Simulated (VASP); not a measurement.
# NbRh (P4/mmm) in VASP: further runs

NbRh is run at these levels: LDA; tasks: relaxation of cell and atoms, relaxation of shape and atoms at fixed volume.

All numbers are computed with VASP 6.6.1; they aren't measurements. Logs are shortened: lines on timing, memory, paths and dates and some standing lists are left out, and cuts for length are marked.

### 1 The cell of the first run

The structure is tetragonal, space group P4/mmm (No. 123). The conventional cell has a = 2.809 Å, b = 2.809 Å, c = 3.812 Å, α = 90.00°, β = 90.00°, γ = 90.00°. Within 3.6 Å of Nb (site symmetry 4/mmm) lie 8 Rh at 2.75 Å and 4 Nb at 2.81 Å. Within 3.6 Å of Rh (site symmetry 4/mmm) lie 8 Nb at 2.75 Å and 4 Rh at 2.81 Å.

### 2 Relaxation of cell and atoms, LDA, target pressure 2 GPa, at which the enthalpy is minimised

The input, INCAR:

```
SYSTEM = NbRh
PREC     = Accurate       ! precision mode
ENCUT    = 600            ! plane-wave cutoff, eV
EDIFF    = 1E-6           ! SCF threshold, eV
ISMEAR   = -1             ! smearing method
SIGMA    = 0.15           ! smearing width, eV
LREAL    = .FALSE.        ! projectors in reciprocal space
LASPH    = .TRUE.         ! aspherical terms in the spheres
NELM     = 60             ! most SCF steps
ALGO     = Fast           ! electronic algorithm
ISIF     = 3              ! what is computed and relaxed
LWAVE    = .FALSE.        ! write WAVECAR
LCHARG   = .FALSE.        ! write CHGCAR
GGA      = CA             ! functional
IBRION   = 2              ! ionic algorithm
NSW      = 80             ! ionic steps
EDIFFG   = -0.001         ! ionic threshold
PSTRESS  = 20.0
```

The input, KPOINTS:

```
Automatic mesh
0
G
  14 14 12
  0 0 0
```

The input, POSCAR:

```
NbRh
1.0
    2.8086316043      0.0000000000      0.0000000000
    0.0000000000      2.8086316043      0.0000000000
    0.0000000000      0.0000000000      3.8123637045
Nb Rh
1 1
Direct
    0.0000000000      0.0000000000      0.0000000000
    0.5000000000      0.5000000000      0.5000000000
```

Potentials or basis: VASP PAW LDA potentials, release 64 (Nb_sv, Rh_pv).

Run with:

```console
$ cat potpaw_LDA.64/Nb_sv/POTCAR potpaw_LDA.64/Rh_pv/POTCAR > POTCAR
$ mpirun -np 1 vasp_std > vasp.out
```

OUTCAR:

```text
SYSTEM = NbRh
   PREC = Accurate
   ENCUT = 600
   EDIFF = 1E-6
   ISMEAR = -1
   LREAL = .FALSE.
   LASPH = .TRUE.
   NELM = 60
   ISIF = 3
   GGA = CA
   IBRION = 2
   NSW = 80
   EDIFFG = -0.001
   PSTRESS = 20.0

 ion  position               nearest neighbor table
   1  0.000  0.000  0.000-   2 2.75   2 2.75   2 2.75   2 2.75   2 2.75   2 2.75   2 2.75   2 2.75

   2  0.500  0.500  0.500-   1 2.75   1 2.75   1 2.75   1 2.75   1 2.75   1 2.75   1 2.75   1 2.75

  LATTYP: Found a simple tetragonal cell.
 ALAT       =     2.8086316043
 C/A-ratio  =     1.3573740674

  Lattice vectors:

 A1 = (   2.8086316043,   0.0000000000,   0.0000000000)
 A2 = (   0.0000000000,   2.8086316043,   0.0000000000)
 A3 = (   0.0000000000,   0.0000000000,   3.8123637045)

Analysis of symmetry for initial positions (statically):
=====================================================================
 Subroutine PRICEL returns:
 Original cell was already a primitive cell.

 Routine SETGRP: Setting up the symmetry group for a
 simple tetragonal supercell.

 Subroutine GETGRP returns: Found 16 space group operations
 (whereof 16 operations were pure point group operations)
 out of a pool of 16 trial point group operations.

The static configuration has the point symmetry D_4h.

Analysis of symmetry for dynamics (positions and initial velocities):
=====================================================================
 Subroutine PRICEL returns:
 Original cell was already a primitive cell.

 Routine SETGRP: Setting up the symmetry group for a
 simple tetragonal supercell.

 Subroutine GETGRP returns: Found 16 space group operations
 (whereof 16 operations were pure point group operations)
 out of a pool of 16 trial point group operations.

The dynamic configuration has the point symmetry D_4h.

 Subroutine INISYM returns: Found 16 space group operations
 (whereof 16 operations are pure point group operations),
 and found     1 'primitive' translations

----------------------------------------------------------------------------------------

                                     Primitive cell

  volume of cell :      30.0735

  direct lattice vectors                    reciprocal lattice vectors
     2.808631604  0.000000000  0.000000000     0.356045271  0.000000000  0.000000000
     0.000000000  2.808631604  0.000000000     0.000000000  0.356045271  0.000000000
     0.000000000  0.000000000  3.812363705     0.000000000  0.000000000  0.262304459

  length of vectors
     2.808631604  2.808631604  3.812363705     0.356045271  0.356045271  0.262304459

  position of ions in fractional coordinates (direct lattice)
     0.000000000  0.000000000  0.000000000
     0.500000000  0.500000000  0.500000000

  ion indices of the primitive-cell ions
   primitive index   ion index
                 1           1
                 2           2

----------------------------------------------------------------------------------------

 KPOINTS: Automatic mesh

Automatic generation of k-mesh.
 Grid dimensions read from file:
 generate k-points for:   14   14   12

 Generating k-lattice:

  Cartesian coordinates                     Fractional coordinates (reciprocal lattice)
     0.025431805  0.000000000  0.000000000     0.071428571  0.000000000  0.000000000
     0.000000000  0.025431805  0.000000000     0.000000000  0.071428571  0.000000000
     0.000000000  0.000000000  0.021858705     0.000000000  0.000000000  0.083333333

  Length of vectors
     0.025431805  0.025431805  0.021858705

  Shift w.r.t. Gamma in fractional coordinates (k-lattice)
     0.000000000  0.000000000  0.000000000

 Subroutine IBZKPT returns following result:
 ===========================================

 Found    252 irreducible k-points:

 Following reciprocal coordinates:
            Coordinates               Weight
  0.000000  0.000000  0.000000      1.000000
  0.071429  0.000000  0.000000      4.000000
  0.142857  0.000000  0.000000      4.000000
  0.214286  0.000000  0.000000      4.000000
  0.285714  0.000000  0.000000      4.000000
  0.357143  0.000000  0.000000      4.000000
[... 16 lines left out ...]
  0.285714  0.214286  0.000000      8.000000
  0.357143  0.214286  0.000000      8.000000
 [... further k-points ...]
   k-points           NKPTS =    252   k-points in BZ     NKDIM =    252   number of bands    NBANDS=     18
   number of dos      NEDOS =    301   number of ions     NIONS =      2
   total plane-waves  NPLWV =  17280
   dimension x,y,z NGX =    24 NGY =   24 NGZ =   30
   dimension x,y,z NGXF=    48 NGYF=   48 NGZF=   60
   ions per type =               1   1
   NGX,Y,Z   is equivalent  to a cutoff of  14.21, 14.21, 13.08 a.u.
   NGXF,Y,Z  is equivalent  to a cutoff of  28.41, 28.41, 26.16 a.u.
 SYSTEM =  NbRh
   PREC   = accura    normal or accurate (medium, high low for compatibility)
   ISTART =      0    job   : 0-new  1-cont  2-samecut
   ICHARG =      2    charge: 1-file 2-atom 10-const
   ISPIN  =      1    spin polarized calculation?
   LNONCOLLINEAR =      F non collinear calculations
   LSORBIT =      F    spin-orbit coupling
   LASPH  =      T    aspherical Exc in radial PAW
   ENCUT  =  600.0 eV  44.10 Ry    6.64 a.u.   5.61  5.61  7.61*2*pi/ulx,y,z
   NELM   =     60;   NELMIN=  2; NELMDL= -5     # of ELM steps
   EDIFF  = 0.1E-05   stopping-criterion for ELM
   LREAL  =      F    real-space projection
   EDIFFG = -.1E-02   stopping-criterion for IOM
   NSW    =     80    number of steps for IOM
   IBRION =      2    ionic relax: 0-MD 1-quasi-New 2-CG
   NFREE  =      1    steps in history (QN), initial steepest desc. (CG)
   ISIF   =      3    stress and relaxation
   ISYM   =      2    0-nonsym 1-usesym 2-fastsym
   POTIM  = 0.5000    time-step for ionic-motion
   TEBEG  =    0.0;   TEEND  =   0.0 temperature during run
   PSTRESS=   20.0 pullay stress
   NELECT =      28.0000    total number of electrons
   NUPDOWN=      -1.0000    fix difference up-down
   EMIN   =  10.00;   EMAX   =-10.00  energy-range for DOS
   EFERMI =   0.00;   METHOD = LEGACY
   ISMEAR =    -1;   SIGMA  =   0.15  broadening in eV -4-tet -1-fermi 0-gaus
   EFERMI_NEDOS =   21; number of points for ismear=-14 and -15
   IALGO  =     68    algorithm
   IMIX   =      4    mixing-type and parameters
     AMIX     =   0.40;   BMIX     =  1.00
     AMIX_MAG =   1.60;   BMIX_MAG =  1.00
  volume/ion in A,a.u.               =      15.04       101.47
  Fermi-wavevector in a.u.,A,eV,Ry     =   1.598574  3.020868 34.768878  2.555440
  Thomas-Fermi vector in A             =   2.696003
   LORBIT       =      0    0 simple, 1 ext, 2 COOP (PROOUT), +10 PAW based schemes
   GGA     = CA    functional components
   LHFCALC =     F    Hartree Fock is set to
   AEXX    =    0.0000 exact exchange contribution
   IVDW    =     0    specifies the selected vdW correction
   LEPSILON=     F    determine dielectric tensor
   LRPA    =     F    only Hartree local field effects (RPA)
 conjugate gradient relaxation of ions
 non-spin polarized calculation
 RMM-DIIS sequential band-by-band and
  energy-cutoff  :      600.00
  volume of cell :       30.07
 maximum number of plane-waves:      1027
 NGX is ok and might be reduce to    24
   NGX = 11   NGY = 11   NGZ = 15

--------------------------------------- Ionic step        1  -------------------------------------------

 number of electron      27.9999997 magnetization

 Free energy of the ion-electron system (eV)
  ---------------------------------------------------
  ext. energy  EPLUGINS =         0.00000000
  ---------------------------------------------------
  free energy    TOTEN  =       -20.86064794 eV

  energy without entropy =      -20.73707456  energy(sigma->0) =      -20.79886125

------------------------ aborting loop because EDIFF is reached ----------------------------------------

  FORCE on cell =-STRESS in cart. coord.  units (eV):
  Direction    XX          YY          ZZ          XY          YZ          ZX
  --------------------------------------------------------------------------------------
  -------------------------------------------------------------------------------------
  Total        0.0512427      0.0512427      0.0610829      0.0000000      0.0000000      0.0000000
  in kB        2.7299764      2.7299764      3.2542166      0.0000000      0.0000000      0.0000000
  external PRESSURE =     -17.0952768 kB  Pullay stress =      20.0000000 kB
[... 93 lines left out ...]
  FREE ENERGIE OF THE ION-ELECTRON SYSTEM (eV)
  ---------------------------------------------------
  free  energy   TOTEN  =       -20.8593425095 eV

  energy  without entropy=      -20.7366928379  energy(sigma->0) =      -20.79801767

  enthalpy is  TOTEN    =       -20.4863027307 eV   P V=        0.3730397788

[... ionic steps 4 to 36 ...]

--------------------------------------- Ionic step       37  -------------------------------------------

 number of electron      27.9999998 magnetization

------------------------ aborting loop because EDIFF is reached ----------------------------------------

  FORCE on cell =-STRESS in cart. coord.  units (eV):
  Direction    XX          YY          ZZ          XY          YZ          ZX
  --------------------------------------------------------------------------------------
  -------------------------------------------------------------------------------------
  Total        0.3818213      0.3818213      0.3809301      0.0000000      0.0000000      0.0000000
  in kB       20.4750479     20.4750479     20.4272554      0.0000000      0.0000000      0.0000000
  external PRESSURE =       0.4591171 kB  Pullay stress =      20.0000000 kB
[... 61 lines left out ...]
  enthalpy is  TOTEN    =       -20.4863150320 eV   P V=        0.3729676726

--------------------------------------- Ionic step       39  -------------------------------------------

 number of electron      27.9999998 magnetization

 Free energy of the ion-electron system (eV)
  ---------------------------------------------------
  ext. energy  EPLUGINS =         0.00000000
  ---------------------------------------------------
  free energy    TOTEN  =       -20.85927978 eV

  energy without entropy =      -20.73667066  energy(sigma->0) =      -20.79797522

 E-fermi :  12.4043     XC(G=0): -13.7803

 val. band max:       12.3977777428   @ k =   0.4286   0.4286   0.0000
 cond. band min:      12.4076539636   @ k =   0.5000   0.1429   0.3333
 fundamental gap:      0.0098762208
 Fermi energy:        12.4042632406

 k-point     1 :       0.0000    0.0000    0.0000
  band No.  band energies     occupation
      1     -42.1181      2.00000
      2     -33.9298      2.00000
      3     -33.6775      2.00000
      4     -33.6775      2.00000
      5     -18.3574      2.00000
      6     -17.7545      2.00000
[... 10 lines left out ...]
     17      16.7496      0.00000
     18      16.8585      0.00000
[... 466 lines left out ...]
      2     -33.8895      2.00000
      3     -33.8808      2.00000
      4     -33.7615      2.00000
      5     -18.6392      2.00000
      6     -18.2336      2.00000
[... 10 lines left out ...]
     17      15.2812      0.00000
     18      16.0450      0.00000

 [... further k-points ...]
[... 5 lines left out ...]
  --------------------------------------------------------------------------------------
  -------------------------------------------------------------------------------------
  Total        0.3722670      0.3722670      0.3718885      0.0000000     -0.0000000     -0.0000000
  in kB       19.9625826     19.9625826     19.9422866      0.0000000     -0.0000000     -0.0000000
  external PRESSURE =      -0.0441827 kB  Pullay stress =      20.0000000 kB
[... 17 lines left out ...]
  FREE ENERGIE OF THE ION-ELECTRON SYSTEM (eV)
  ---------------------------------------------------
  free  energy   TOTEN  =       -20.8592797790 eV

  energy  without entropy=      -20.7366706616  energy(sigma->0) =      -20.79797522

  enthalpy is  TOTEN    =       -20.4863150384 eV   P V=        0.3729647406

 reached required accuracy - stopping structural energy minimisation
```

Run time: 43 min. Hardware: 1 thread of Oxide Virtual Turin-like, shared host; peak memory 0.27 GiB.

What came out:

```
Free energy                                                : -20.8593 eV
Relaxed volume                                             : 14.94 Å³/atom
Relaxed cell                                               : a = 2.802 Å, b = 2.802 Å, c = 3.807 Å, α = 90.00°, β = 90.00°, γ = 90.00°
Space group after relaxing (to 0.1 Å)                      : P4/mmm (No. 123)
Energy change on relaxing (the run minimises the enthalpy) : +0.7 meV/atom
Ionic steps                                                : 39
Pressure after relaxing                                    : 2.0 GPa
Band gap on the k mesh                                     : zero (bands 14 and 15 overlap by 5.04 eV)
```

Step by step:
```csv
step,energy change (eV),largest force (eV/Å),pressure (GPa),volume (Å³)
1,0.0000,0.0000,0.29,30.07
2,0.0146,0.0000,6.43,29.38
3,0.0013,0.0000,1.98,29.88
4,0.0014,0.0000,1.97,29.88
5,0.0062,0.0000,4.18,29.63
6,0.0014,0.0000,2.05,29.88
7,0.0012,0.0000,1.90,29.89
8,0.0013,0.0000,1.96,29.88
9,0.0013,0.0000,1.93,29.89
10,0.0013,0.0000,1.99,29.88
11,0.0014,0.0000,1.96,29.88
12,0.0014,0.0000,2.01,29.87
13,0.0014,0.0000,2.00,29.88
14,0.0014,0.0000,1.91,29.88
15,0.0016,0.0000,2.09,29.86
16,0.0015,0.0000,2.05,29.87
17,0.0015,0.0000,2.07,29.87
18,0.0014,0.0000,2.05,29.87
19,0.0014,0.0000,2.01,29.88
20,0.0014,0.0000,1.97,29.88
21,0.0014,0.0000,2.01,29.88
22,0.0014,0.0000,1.99,29.88
23,0.0014,0.0000,1.99,29.88
24,0.0014,0.0000,1.95,29.88
25,0.0014,0.0000,1.99,29.88
26,0.0013,0.0000,1.96,29.88
27,0.0014,0.0000,1.92,29.88
28,0.0014,0.0000,1.94,29.88
29,0.0014,0.0000,2.01,29.88
30,0.0014,0.0000,1.98,29.88
31,0.0014,0.0000,2.05,29.88
32,0.0014,0.0000,1.90,29.88
33,0.0014,0.0000,2.02,29.88
34,0.0014,0.0000,1.94,29.88
35,0.0014,0.0000,1.99,29.88
36,0.0014,0.0000,1.96,29.88
37,0.0014,0.0000,2.05,29.88
38,0.0014,0.0000,1.94,29.88
39,0.0014,0.0000,2.00,29.88
```

Final structure:
```xyz
2
Lattice="2.8016 0.0000 0.0000 0.0000 2.8016 0.0000 0.0000 0.0000 3.8066" Properties=species:S:1:pos:R:3 pbc="T T T"
Nb    0.0000    0.0000    0.0000
Rh    1.4008    1.4008    1.9033
```

Caveat: the cell is relaxed towards a set pressure, so the run minimises the enthalpy, not the energy.

### 3 Relaxation of shape and atoms at fixed volume, LDA (15.34 Å³/atom)

This run uses another cell than the first one, of 15.34 Å³/atom.

The input, INCAR:

```
SYSTEM = NbRh
  PREC = Accurate
  ENCUT = 600
  EDIFF = 1E-6
  ISMEAR = -1
  SIGMA = 0.15
  LREAL = .False.
  LASPH = .True.
  NELM = 80
  ALGO = Fast
  ISIF = 4
  LWAVE = .False.
  LCHARG = .False.
  IBRION = 2
  NSW = 80
  EDIFFG = -0.001
```

The input, KPOINTS:

```
Automatic mesh
0
Gamma
  14 14 12
  0 0 0
```

The input, POSCAR:

```
NbRh
1.0
    2.8272323557      0.0000000000      0.0000000000
    0.0000000000      2.8272323557      0.0000000000
    0.0000000000      0.0000000000      3.8376118821
Nb Rh
1 1
Direct
    0.0000000000      0.0000000000      0.0000000000
    0.5000000000      0.5000000000      0.5000000000
```

Potentials or basis: VASP PAW LDA potentials, release 64 (Nb_sv, Rh_pv).

Run with:

```console
$ cat potpaw_LDA.64/Nb_sv/POTCAR potpaw_LDA.64/Rh_pv/POTCAR > POTCAR
$ mpirun -np 1 vasp_std > vasp.out
```

Run time: 7.2 min. Hardware: 1 thread of Oxide Virtual Turin-like, shared host; peak memory 0.25 GiB.

It converged, with:

| Item | Value |
| --- | --- |
| Free energy | -20.8530 eV |
| Energy gained by relaxing | 0.0 meV/atom |
| Ionic steps | 3 |
| Pressure after relaxing | -4.6 GPa |
| Band gap on the k mesh | zero (bands 14 and 15 overlap by 4.87 eV) |

Final structure:
```
CELL_PARAMETERS angstrom
2.82908 0.00000 0.00000
0.00000 2.82908 0.00000
0.00000 0.00000 3.83261
ATOMIC_POSITIONS crystal
Nb 0.00000 0.00000 0.00000
Rh 0.50000 0.50000 0.50000
```

Levels at points of the mesh, in eV from the Fermi level:
```
           k point  band 10  band 11  band 12  band 13  band 14  band 15  band 16  band 17  band 18
(0.00, 0.00, 0.00)    -5.05    -2.27    -2.27    -1.03    -0.64     1.12     4.19     4.19     4.35
(0.50, 0.00, 0.00)    -3.09    -2.96    -1.80    -1.68    -1.48    -1.30     1.24     2.65     2.84
(0.50, 0.50, 0.00)    -4.97    -4.97     0.58     1.38     3.46     3.46     3.68     3.68     3.91
(0.00, 0.00, 0.50)    -4.16    -2.50    -1.57    -1.52    -1.52    -0.48     1.16     1.96     1.96
(0.50, 0.00, 0.50)    -2.51    -2.50    -2.36    -0.51     1.05     1.10     1.67     3.16     4.18
(0.50, 0.50, 0.50)    -3.20    -3.20    -1.94    -1.94    -1.36     0.59     2.67     6.15     8.67
```
